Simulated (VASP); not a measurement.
Input of a VASP 6.6.1 run:

The input INCAR:

```
ALGO = Normal
EDIFF = 1E-7
ENCUT = 520
GGA = PE
ISIF = 2
ISMEAR = 0
ISPIN = 2
LASPH = True
LCHARG = False
LMAXMIX = 4
LORBIT = 11
LREAL = Auto
LWAVE = False
MAGMOM = 4 0 0 0 0 0 0 0 0 0 0 0 0 0 0 0 0 0 0 0 0 0 0 0 0 0 0 0 0 0 0 0
NBANDS = 111
NELECT = 171.0
NELM = 150
PREC = Accurate
SIGMA = 0.01
```

The input KPOINTS:

```
Automatic mesh
0
Gamma
  2 2 2
  0.5 0.5 0.5
```

POSCAR

```
Li15MnF16
1.0
   -4.0681815579      4.0681815579     -4.0681815579
    4.0681815579     -4.0681815579     -4.0681815579
   -4.0681815579     -4.0681815579      4.0681815579
Mn Li F
1 15 16
Direct
    0.5000000000      0.2500000000      0.2500000000
    0.2489176695      0.2500000000      0.5010823305
    0.0000000000      0.2500000000      0.7500000000
    0.7510823305     -0.0010823305      0.2500000000
    0.7510823305      0.2500000000     -0.0010823305
    0.5000000000     -0.0010823305      0.5010823305
    0.2489176695     -0.0010823305      0.7478353389
    0.0000000000      0.7500000000      0.2500000000
    0.9978353389      0.9989176695      0.9989176695
    0.7510823305      0.7521646611      0.5010823305
    0.5000000000      0.7500000000      0.7500000000
    0.2489176695      0.5010823305      0.2500000000
    0.2489176695      0.7478353389     -0.0010823305
    0.0021646611      0.5010823305      0.5010823305
    0.7510823305      0.5010823305      0.7521646611
    0.5000000000      0.5010823305     -0.0010823305
    0.7831151507      0.2500000000      0.5331151507
    0.5000000000      0.2500000000      0.7500000000
    0.2168848493      0.2500000000     -0.0331151507
    0.0000000000      0.0000000000      0.5000000000
    0.0000000000      0.2500000000      0.2500000000
    0.7500000000      0.0000000000      0.7500000000
    0.5000000000     -0.0331151507     -0.0331151507
    0.2500000000      0.7500000000      0.5000000000
    0.2168848493     -0.0331151507      0.2500000000
    0.0000000000      0.7500000000      0.7500000000
    0.7500000000      0.7500000000      0.0000000000
    0.5000000000      0.5331151507      0.5331151507
    0.5000000000      0.7500000000      0.2500000000
    0.2500000000      0.5000000000      0.7500000000
    0.0000000000      0.5000000000      0.0000000000
    0.7831151507      0.5331151507      0.2500000000
```

Potentials or basis: VASP PAW PBE potentials, release 64 (Mn_pv, Li_sv, F).

The run is started by

```sh
$ cat potpaw_PBE.64/Mn_pv/POTCAR potpaw_PBE.64/Li_sv/POTCAR potpaw_PBE.64/F/POTCAR > POTCAR
$ mpirun -np 1 vasp_std > vasp.out
```

Question: Predict the site moments.

Answer: Mn +3.83; Li +0.00, +0.01; F +0.05, +0.01, +0.00 μB.

Question: What does it give for the largest force?

Answer: 0.017 eV/Å.

Question: Predict the net moment.

Answer: 5.00 μB per cell.

Forces in eV/Å, atoms in the order of the input:
```
Mn   0.000  0.000  0.000
Li   0.000  0.000  0.000
Li   0.000  0.000  0.000
Li   0.000  0.000  0.000
Li   0.000  0.000  0.000
Li   0.000  0.000  0.000
Li   0.000  0.000  0.000
Li   0.000  0.000  0.000
Li   0.000  0.000  0.000
Li   0.000  0.000  0.000
Li   0.000  0.000  0.000
Li   0.000  0.000  0.000
Li   0.000  0.000  0.000
Li   0.000  0.000  0.000
Li   0.000  0.000  0.000
Li   0.000  0.000  0.000
F    0.017  0.000  0.000
F    0.000  0.000  0.000
F   -0.017  0.000  0.000
F    0.000  0.000  0.000
F    0.000  0.000  0.000
F    0.000  0.000  0.000
F    0.000 -0.017  0.000
F    0.000  0.000  0.000
F    0.000  0.000 -0.017
F    0.000  0.000  0.000
F    0.000  0.000  0.000
F    0.000  0.017  0.000
F    0.000  0.000  0.000
F    0.000  0.000  0.000
F    0.000  0.000  0.000
F    0.000  0.000  0.017
```

Caveat: the k points lie up to 0.55 Å⁻¹ apart; the cell carries a net charge on a neutralising background, which shifts energy and pressure; only a ferromagnetic start was run, and an antiferromagnetic order may lie lower in energy.
